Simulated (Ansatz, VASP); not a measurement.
# One calculation of PbO, two programs

```
Pb O
1.0
     0.00000    2.68392    2.68392
     2.68392    0.00000    2.68392
     2.68392    2.68392    0.00000
Pb O
1 1
Direct
  0.00000 0.00000 0.00000
  0.50000 0.50000 0.50000
```

Change from the starting cell: volume scaled by 1.06.

Alike in both runs: task single point; functional PBE; k mesh 12 × 12 × 12; occupations fermi-dirac, width 0.05 eV; no spin polarisation.

|  | VASP | Ansatz |
| --- | --- | --- |
| version | VASP 6.6.1 | Ansatz 0.2.0 |
| potentials or method | VASP PAW PBE potentials, release 64 (Pb_d, O), cutoff 520 eV | all-electron LAPW, scalar-relativistic |

VASP gave:

```
pressure (GPa) : -4.5
```

Problem. What did Ansatz give for the same quantities?

Solution. Pressure (GPa): -4.4.

Ansatz ran all-electron here, and VASP with PAW potentials. Ansatz's warnings: negative dielectric reading.

Spin-orbit coupling is off throughout.
